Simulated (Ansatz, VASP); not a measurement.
**One calculation of SiC, two programs**

```
Si C
1.0
     2.63684    0.00000    0.00000
     0.00000    2.63684    0.00000
     0.00000    0.00000    2.63684
Si C
1 1
Cartesian
  1.3184 1.3184 1.3184
  0.0000 0.0000 0.0000
```

Alike in both runs: task relaxation of cell and atoms; functional PBE; k mesh 20 × 20 × 20; occupations gaussian, width 0.1 eV; no spin polarisation.

```csv
,VASP,Ansatz
version,VASP 6.6.1,Ansatz 0.2.0
potentials or method,"VASP PAW PBE potentials, release 64 (Si, C), cutoff 600 eV","scalar-relativistic, plane waves, PAW"
valence electrons in the cell,8,8
```

|  | VASP | Ansatz | Ansatz less VASP |
| --- | --- | --- | --- |
| gap on the k mesh at the Fermi level, each at its own relaxed structure (eV) | none | none | - |
| relaxed volume (Å³/atom) | 9.22 | 9.22 | -0.003 |
| relaxed cell length with the largest relative difference (Å) | 2.642 | 2.642 | -0.0003 |

A gap of «none» marks a metal or a gap that the smearing closes.
